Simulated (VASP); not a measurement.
# Rb (Im-3m) in VASP: further runs

The runs below take Rb through single point, relaxation of cell and atoms, with r2SCAN.

All numbers are computed with VASP 6.6.1; they aren't measurements. Logs are shortened: lines on timing, memory, paths and dates and some standing lists are left out, and cuts for length are marked.

## (1) The cell of the first run

The structure is cubic, space group Im-3m (No. 229). Conventional cell: a = 5.745 Å, b = 5.745 Å, c = 5.745 Å, α = 90.00°, β = 90.00°, γ = 90.00°.

## (2) Single point, r2SCAN

Contents of POSCAR:

```
Rb
1.0
   -2.8722929571      2.8722929571      2.8722929571
    2.8722929571     -2.8722929571      2.8722929571
    2.8722929571      2.8722929571     -2.8722929571
Rb
1
Direct
    0.0000000000      0.0000000000      0.0000000000
```

Contents of INCAR.step1:

```
  ALGO = Normal
  EDIFF = 1E-5
  ENCUT = 550
  GGA = PE
  GGA_COMPAT = False
  ISMEAR = 0
  LASPH = True
  LCHARG = False
  LREAL = False
  LWAVE = True
  NBANDS = 10
  NELM = 120
  PREC = Accurate
  SIGMA = 0.05
```

Contents of INCAR.step2:

```
  ALGO = Normal
  EDIFF = 1E-6
  ENCUT = 550
  GGA_COMPAT = False
  ISIF = 2
  ISMEAR = 0
  ISTART = 1
  LASPH = True
  LCHARG = False
  LMIXTAU = True
  LREAL = False
  LWAVE = False
  METAGGA = R2SCAN
  NBANDS = 10
  NELM = 120
  PREC = Accurate
  SIGMA = 0.05
```

Contents of KPOINTS:

```
k-points
0
Gamma
  6 6 6
```

Potentials or basis: VASP PAW PBE potentials, release 64 (Rb_sv).

Command:

```
> cat potpaw_PBE.64/Rb_sv/POTCAR > POTCAR
> cp INCAR.step1 INCAR
> mpirun -np 1 vasp_std > vasp.out
> cp INCAR.step2 INCAR
> mpirun -np 1 vasp_std > vasp.out
```

OUTCAR:

```text
EDIFF = 1E-6
   ENCUT = 550
   ISIF = 2
   ISMEAR = 0
   ISTART = 1
   LASPH = True
   LREAL = False
   METAGGA = R2SCAN
   NELM = 120
   PREC = Accurate

 ion  position               nearest neighbor table
   1  0.000  0.000  0.000-

  LATTYP: Found a body centered cubic cell.
 ALAT       =     5.7445859142

  Lattice vectors:

 A1 = (  -2.8722929571,   2.8722929571,   2.8722929571)
 A2 = (   2.8722929571,  -2.8722929571,   2.8722929571)
 A3 = (   2.8722929571,   2.8722929571,  -2.8722929571)

Analysis of symmetry for initial positions (statically):
=====================================================================
 Subroutine PRICEL returns:
 Original cell was already a primitive cell.

 Routine SETGRP: Setting up the symmetry group for a
 body centered cubic supercell.

 Subroutine GETGRP returns: Found 48 space group operations
 (whereof 48 operations were pure point group operations)
 out of a pool of 48 trial point group operations.

The static configuration has the point symmetry O_h .

Analysis of symmetry for dynamics (positions and initial velocities):
=====================================================================
 Subroutine PRICEL returns:
 Original cell was already a primitive cell.

 Routine SETGRP: Setting up the symmetry group for a
 body centered cubic supercell.

 Subroutine GETGRP returns: Found 48 space group operations
 (whereof 48 operations were pure point group operations)
 out of a pool of 48 trial point group operations.

The dynamic configuration has the point symmetry O_h .

 Subroutine INISYM returns: Found 48 space group operations
 (whereof 48 operations are pure point group operations),
 and found     1 'primitive' translations

----------------------------------------------------------------------------------------

                                     Primitive cell

  volume of cell :      94.7864

  direct lattice vectors                    reciprocal lattice vectors
    -2.872292957  2.872292957  2.872292957     0.000000000  0.174076951  0.174076951
     2.872292957 -2.872292957  2.872292957     0.174076951  0.000000000  0.174076951
     2.872292957  2.872292957 -2.872292957     0.174076951  0.174076951  0.000000000

  length of vectors
     4.974957336  4.974957336  4.974957336     0.246181985  0.246181985  0.246181985

  position of ions in fractional coordinates (direct lattice)
     0.000000000  0.000000000  0.000000000

  ion indices of the primitive-cell ions
[... 70 lines left out ...]
   NFREE  =      0    steps in history (QN), initial steepest desc. (CG)
   ISIF   =      2    stress and relaxation
   ISYM   =      2    0-nonsym 1-usesym 2-fastsym
   POTIM  = 0.5000    time-step for ionic-motion
   TEBEG  =    0.0;   TEEND  =   0.0 temperature during run
   PSTRESS=    0.0 pullay stress
   NELECT =       9.0000    total number of electrons
   NUPDOWN=      -1.0000    fix difference up-down
   EMIN   =  10.00;   EMAX   =-10.00  energy-range for DOS
   EFERMI =   0.00;   METHOD = LEGACY
   ISMEAR =     0;   SIGMA  =   0.05  broadening in eV -4-tet -1-fermi 0-gaus
   EFERMI_NEDOS =   21; number of points for ismear=-14 and -15
   IALGO  =     38    algorithm
   IMIX   =      4    mixing-type and parameters
     AMIX     =   0.40;   BMIX     =  1.00
     AMIX_MAG =   1.60;   BMIX_MAG =  1.00
  volume/ion in A,a.u.               =      94.79       639.65
  Fermi-wavevector in a.u.,A,eV,Ry     =   0.746862  1.411364  7.589365  0.557803
  Thomas-Fermi vector in A             =   1.842782
   LORBIT       =      0    0 simple, 1 ext, 2 COOP (PROOUT), +10 PAW based schemes
   METAGGA = R2SCAN    functional components
   LHFCALC =     F    Hartree Fock is set to
   AEXX    =    0.0000 exact exchange contribution
   IVDW    =     0    specifies the selected vdW correction
   LEPSILON=     F    determine dielectric tensor
   LRPA    =     F    only Hartree local field effects (RPA)
 non-spin polarized calculation
 Gauss-broadening in eV      SIGMA  =   0.05
  energy-cutoff  :      550.00
  volume of cell :       94.79
 maximum number of plane-waves:      2814
 NGX is ok and might be reduce to    40
   NGX = 19   NGY = 19   NGZ = 19

 number of electron       9.0000000 magnetization

 Free energy of the ion-electron system (eV)
  ---------------------------------------------------
  ext. energy  EPLUGINS =         0.00000000
  ---------------------------------------------------
  free energy    TOTEN  =       -13.90008523 eV

  energy without entropy =      -13.89389355  energy(sigma->0) =      -13.89698939

 E-fermi :   0.0093     XC(G=0):  -5.6225

 val. band max:       -0.2352740823   @ k =   0.1667   0.1667   0.1667
 cond. band min:       0.0148610989   @ k =   0.3333   0.1667   0.0000
 fundamental gap:      0.2501351812
 Fermi energy:         0.0092993264

 k-point     1 :       0.0000    0.0000    0.0000
  band No.  band energies     occupation
      1     -30.1199      2.00000
      2     -13.6127      2.00000
      3     -13.6127      2.00000
      4     -13.6127      2.00000
      5      -2.0594      2.00000
      6       4.0555      0.00000
      7       4.0555      0.00000
      8       4.0555      0.00000
      9       5.0099      0.00000
     10       5.0099      0.00000
[... 183 lines left out ...]
 k-point    16 :       0.5000    0.5000    0.5000
  band No.  band energies     occupation
      1     -30.1132      2.00000
      2     -13.6729      2.00000
      3     -13.6729      2.00000
      4     -13.6729      2.00000
      5       1.3253      0.00000
      6       1.3253      0.00000
      7       3.3925      0.00000
      8       3.3925      0.00000
      9       3.3925      0.00000
     10       5.4198      0.00000

------------------------ aborting loop because EDIFF is reached ----------------------------------------

  FORCE on cell =-STRESS in cart. coord.  units (eV):
  Direction    XX          YY          ZZ          XY          YZ          ZX
  --------------------------------------------------------------------------------------
  -------------------------------------------------------------------------------------
  Total        0.0144211      0.0144211      0.0144211      0.0000000      0.0000000     -0.0000000
  in kB        0.2437596      0.2437596      0.2437596      0.0000000      0.0000000     -0.0000000
  external PRESSURE =       0.2437596 kB  Pullay stress =       0.0000000 kB

 VOLUME and BASIS-vectors are now :
 -----------------------------------------------------------------------------
  energy-cutoff  :      550.00
  volume of cell :       94.79
      direct lattice vectors                 reciprocal lattice vectors
    -2.872292957  2.872292957  2.872292957     0.000000000  0.174076951  0.174076951
     2.872292957 -2.872292957  2.872292957     0.174076951  0.000000000  0.174076951
     2.872292957  2.872292957 -2.872292957     0.174076951  0.174076951  0.000000000

 POSITION                                       TOTAL-FORCE (eV/Angst)
 -----------------------------------------------------------------------------------
      0.00000      0.00000      0.00000        -0.000000     -0.000000     -0.000000
 -----------------------------------------------------------------------------------
    total drift:                               -0.000000      0.000000     -0.000000

  FREE ENERGIE OF THE ION-ELECTRON SYSTEM (eV)
  ---------------------------------------------------
  free  energy   TOTEN  =       -13.9000852344 eV

  energy  without entropy=      -13.8938935489  energy(sigma->0) =      -13.89698939
```

Run time: 32 s. Hardware: 1 thread of Intel Xeon 6975P-C (Granite Rapids), shared host; peak memory 0.25 GiB.

Results:

| Item | Value |
| --- | --- |
| Free energy | -13.9001 eV |
| Pressure | 0.0 GPa |
| Band gap on the k mesh | zero (an odd number of electrons rules out a gap without spin polarisation) |

Levels at points of the mesh, in eV from the Fermi level:
```csv
k point,band 2,band 3,band 4,band 5,band 6,band 7
"(0.00, 0.00, 0.00)",-13.62,-13.62,-13.62,-2.07,4.05,4.05
"(0.50, 0.00, 0.00)",-13.71,-13.65,-13.62,0.33,0.66,2.83
"(0.50, 0.50, 0.50)",-13.68,-13.68,-13.68,1.32,1.32,3.38
```

Caveat: the PAW data sets were made with another functional, which shifts forces and pressure a little.

## (3) Relaxation of cell and atoms, r2SCAN

This run uses another cell than the first one, of 87.81 Å³/atom.

Contents of POSCAR:

```
Rb
1.0
   -2.8000000000      2.8000000000      2.8000000000
    2.8000000000     -2.8000000000      2.8000000000
    2.8000000000      2.8000000000     -2.8000000000
Rb
1
Direct
    0.0000000000      0.0000000000      0.0000000000
```

Contents of INCAR.step1:

```
SYSTEM = Rb
ALGO = Normal
EDIFF = 1E-5
EDIFFG = -0.005
ENCUT = 550
GGA = PE
GGA_COMPAT = .False.
IBRION = 2
ISIF = 3
ISMEAR = 0
LASPH = .True.
LCHARG = .False.
LREAL = .False.
LWAVE = .True.
NELM = 120
NELMIN = 4
NSW = 100
PREC = Accurate
SIGMA = 0.05
```

Contents of INCAR.step2:

```
SYSTEM = Rb
ALGO = Normal
EDIFF = 1E-7
EDIFFG = -0.02
ENCUT = 550
GGA_COMPAT = .False.
IBRION = 2
ISIF = 3
ISMEAR = 0
ISTART = 1
LASPH = .True.
LCHARG = .False.
LMIXTAU = .True.
LREAL = .False.
LWAVE = .False.
METAGGA = R2SCAN
NELM = 120
NELMIN = 4
NSW = 50
PREC = Accurate
SIGMA = 0.05
```

Contents of KPOINTS:

```
k-points
0
Gamma
  6 6 6
  0 0 0
```

Potentials or basis: VASP PAW PBE potentials, release 64 (Rb_sv).

Command:

```
> cat potpaw_PBE.64/Rb_sv/POTCAR > POTCAR
> cp INCAR.step1 INCAR
> mpirun -np 1 vasp_std > vasp.out
> cp INCAR.step2 INCAR
> mpirun -np 1 vasp_std > vasp.out
```

OUTCAR:

```text
SYSTEM = Rb
   EDIFF = 1E-7
   EDIFFG = -0.02
   ENCUT = 550
   IBRION = 2
   ISIF = 3
   ISMEAR = 0
   ISTART = 1
   LASPH = .True.
   LREAL = .False.
   METAGGA = R2SCAN
   NELM = 120
   NELMIN = 4
   NSW = 50
   PREC = Accurate

 ion  position               nearest neighbor table
   1  0.000  0.000  0.000-

  LATTYP: Found a body centered cubic cell.
 ALAT       =     5.6000000000

  Lattice vectors:

 A1 = (  -2.8000000000,   2.8000000000,   2.8000000000)
 A2 = (   2.8000000000,  -2.8000000000,   2.8000000000)
 A3 = (   2.8000000000,   2.8000000000,  -2.8000000000)

Analysis of symmetry for initial positions (statically):
=====================================================================
 Subroutine PRICEL returns:
 Original cell was already a primitive cell.

 Routine SETGRP: Setting up the symmetry group for a
 body centered cubic supercell.

 Subroutine GETGRP returns: Found 48 space group operations
 (whereof 48 operations were pure point group operations)
 out of a pool of 48 trial point group operations.

The static configuration has the point symmetry O_h .

Analysis of symmetry for dynamics (positions and initial velocities):
=====================================================================
 Subroutine PRICEL returns:
 Original cell was already a primitive cell.

 Routine SETGRP: Setting up the symmetry group for a
 body centered cubic supercell.

 Subroutine GETGRP returns: Found 48 space group operations
 (whereof 48 operations were pure point group operations)
 out of a pool of 48 trial point group operations.

The dynamic configuration has the point symmetry O_h .

 Subroutine INISYM returns: Found 48 space group operations
 (whereof 48 operations are pure point group operations),
 and found     1 'primitive' translations

----------------------------------------------------------------------------------------
[... 107 lines left out ...]
   METAGGA = R2SCAN    functional components
   LHFCALC =     F    Hartree Fock is set to
   AEXX    =    0.0000 exact exchange contribution
   IVDW    =     0    specifies the selected vdW correction
   LEPSILON=     F    determine dielectric tensor
   LRPA    =     F    only Hartree local field effects (RPA)
 conjugate gradient relaxation of ions
 non-spin polarized calculation
 Gauss-broadening in eV      SIGMA  =   0.05
  energy-cutoff  :      550.00
  volume of cell :       87.81
 maximum number of plane-waves:      2608
 NGX is ok and might be reduce to    40
   NGX = 19   NGY = 19   NGZ = 19

--------------------------------------- Ionic step        1  -------------------------------------------

 number of electron       9.0000000 magnetization

 Free energy of the ion-electron system (eV)
  ---------------------------------------------------
  ext. energy  EPLUGINS =         0.00000000
  ---------------------------------------------------
  free energy    TOTEN  =       -13.89417462 eV

  energy without entropy =      -13.88798294  energy(sigma->0) =      -13.89107878

------------------------ aborting loop because EDIFF is reached ----------------------------------------

  FORCE on cell =-STRESS in cart. coord.  units (eV):
  Direction    XX          YY          ZZ          XY          YZ          ZX
  --------------------------------------------------------------------------------------
  -------------------------------------------------------------------------------------
  Total        0.1424125      0.1424125      0.1424125     -0.0000000     -0.0000000      0.0000000
  in kB        2.5985114      2.5985114      2.5985114     -0.0000000     -0.0000000      0.0000000
  external PRESSURE =       2.5985114 kB  Pullay stress =       0.0000000 kB
[... 22 lines left out ...]
--------------------------------------- Ionic step        2  -------------------------------------------

 number of electron       9.0000000 magnetization

 E-fermi :   0.1381     XC(G=0):  -5.7610

 val. band max:       -0.1092963224   @ k =   0.1667   0.1667   0.1667
 cond. band min:       0.1436824406   @ k =   0.3333   0.1667   0.0000
 fundamental gap:      0.2529787630
 Fermi energy:         0.1381206680

 k-point     1 :       0.0000    0.0000    0.0000
  band No.  band energies     occupation
      1     -29.9642      2.00000
      2     -13.4522      2.00000
      3     -13.4522      2.00000
      4     -13.4522      2.00000
      5      -2.0052      2.00000
      6       4.2334      0.00000
      7       4.2334      0.00000
      8       4.2334      0.00000
[... 197 lines left out ...]
--------------------------------------- Ionic step        3  -------------------------------------------

 number of electron       9.0000000 magnetization

 Free energy of the ion-electron system (eV)
  ---------------------------------------------------
  ext. energy  EPLUGINS =         0.00000000
  ---------------------------------------------------
  free energy    TOTEN  =       -13.90011177 eV

  energy without entropy =      -13.89392008  energy(sigma->0) =      -13.89701592

 E-fermi :  -0.0003     XC(G=0):  -5.6112

 val. band max:       -0.2445800033   @ k =   0.1667   0.1667   0.1667
 cond. band min:       0.0052469746   @ k =   0.3333   0.1667   0.0000
 fundamental gap:      0.2498269779
 Fermi energy:        -0.0003147980

 k-point     1 :       0.0000    0.0000    0.0000
  band No.  band energies     occupation
      1     -30.1320      2.00000
      2     -13.6252      2.00000
      3     -13.6252      2.00000
      4     -13.6252      2.00000
      5      -2.0630      2.00000
      6       4.0410      0.00000
      7       4.0410      0.00000
      8       4.0410      0.00000
[... 191 lines left out ...]
  FREE ENERGIE OF THE ION-ELECTRON SYSTEM (eV)
  ---------------------------------------------------
  free  energy   TOTEN  =       -13.9001117662 eV

  energy  without entropy=      -13.8939200807  energy(sigma->0) =      -13.89701592

 reached required accuracy - stopping structural energy minimisation
```

OUTCAR.step1:

```text
SYSTEM = Rb
   EDIFF = 1E-5
   EDIFFG = -0.005
   ENCUT = 550
   GGA = PE
   IBRION = 2
   ISIF = 3
   ISMEAR = 0
   LASPH = .True.
   LREAL = .False.
   NELM = 120
   NELMIN = 4
   NSW = 100
   PREC = Accurate

[... 514 lines left out ...]
 fundamental gap:      0.2278489582
 Fermi energy:         0.0065054294

 k-point     1 :       0.0000    0.0000    0.0000
  band No.  band energies     occupation
      1     -28.9216      2.00000
      2     -12.9641      2.00000
      3     -12.9641      2.00000
      4     -12.9641      2.00000
      5      -1.9707      2.00000
      6       3.6555      0.00000
      7       3.6555      0.00000
      8       3.6555      0.00000
[... 191 lines left out ...]
  FREE ENERGIE OF THE ION-ELECTRON SYSTEM (eV)
  ---------------------------------------------------
  free  energy   TOTEN  =        -0.9185275467 eV

  energy  without entropy=       -0.9123358612  energy(sigma->0) =       -0.91543170

 reached required accuracy - stopping structural energy minimisation
```

Wall time 2 min (1 thread of Intel Xeon 6975P-C (Granite Rapids), shared host); peak memory 0.25 GiB.

Results:

- Free energy: -13.9001 eV
- Relaxed volume: 95.21 Å³/atom
- Relaxed cell: a = 4.982 Å, b = 4.982 Å, c = 4.982 Å, α = 109.47°, β = 109.47°, γ = 109.47°
- Space group after relaxing (to 0.1 Å): Im-3m (No. 229)
- Energy gained by relaxing: 5.9 meV/atom
- Ionic steps: 3
- Pressure after relaxing: 0.0 GPa
- Band gap on the k mesh: zero (an odd number of electrons rules out a gap without spin polarisation)

The path:
| step | energy change (eV) | largest force (eV/Å) | pressure (GPa) | volume (Å³) |
| --- | --- | --- | --- | --- |
| 1 | 0.0000 | 0.0000 | 0.26 | 87.81 |
| 2 | -0.0026 | 0.0000 | 0.19 | 89.63 |
| 3 | -0.0059 | 0.0000 | 0.01 | 95.21 |

Final structure:
```xyz
1
Lattice="-2.8765 2.8765 2.8765 2.8765 -2.8765 2.8765 2.8765 2.8765 -2.8765" Properties=species:S:1:pos:R:3 pbc="T T T"
Rb    0.0000    0.0000    0.0000
```

Levels at points of the mesh, in eV from the Fermi level:
```
           k point  band 2  band 3  band 4  band 5  band 6  band 7
(0.00, 0.00, 0.00)  -13.62  -13.62  -13.62   -2.06    4.04    4.04
(0.50, 0.00, 0.00)  -13.71  -13.65  -13.62    0.33    0.66    2.83
(0.50, 0.50, 0.50)  -13.68  -13.68  -13.68    1.32    1.32    3.37
```

Caveat: the PAW data sets were made with another functional, which shifts forces and pressure a little.
